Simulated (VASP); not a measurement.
Ge3Rh: single point with PBE

The system is Ge3Rh.

```xyz
8
Lattice="5.4481 0.0000 0.0000 0.0000 5.4481 0.0000 0.0000 0.0000 5.4481" Properties=species:S:1:pos:R:3 pbc="T T T"
Ge    1.3620    0.0000    2.7240
Ge    2.7240    4.0861    0.0000
Ge    4.0861    0.0000    2.7240
Ge    2.7240    1.3620    0.0000
Ge    0.0000    2.7240    4.0861
Ge    0.0000    2.7240    1.3620
Rh    0.0000    0.0000    0.0000
Rh    2.7240    2.7240    2.7240
```

The cell was built from a structure type or drawn by symmetry, and may not be a known phase.

```json
{
 "Program": "VASP 6.6.1",
 "Task": "single point",
 "Functional": "PBE",
 "Potentials or basis": "VASP PAW PBE potentials, release 64 (Ge_d, Rh_pv)",
 "Cutoff": "520 eV",
 "k mesh": "4 × 4 × 4",
 "Occupations": "gaussian, width 0.1 eV",
 "Spin": "no spin polarisation"
}
```

```json
{
  "Pressure": "-12.1 GPa",
  "Band gap on the k mesh": "zero (bands 57 and 58 overlap by 1.21 eV)"
}
```

Levels at points of the mesh, in eV from the Fermi level:
```
           k point  band 55  band 56  band 57  band 58  band 59  band 60
(0.00, 0.00, 0.00)    -0.70    -0.70    -0.22    -0.22     0.97     0.97
(0.50, 0.00, 0.00)    -0.79    -0.79    -0.10    -0.10     1.23     1.23
(0.50, 0.50, 0.00)    -0.59    -0.31    -0.31     0.38     0.62     1.57
(0.50, 0.50, 0.50)     0.93     0.93     0.93     0.93     0.93     0.93
```

It took 2.9 min on 1 thread of AMD EPYC 7R13 (shared host), peak memory 0.26 GiB.

Caveat: the cell stands under tension.
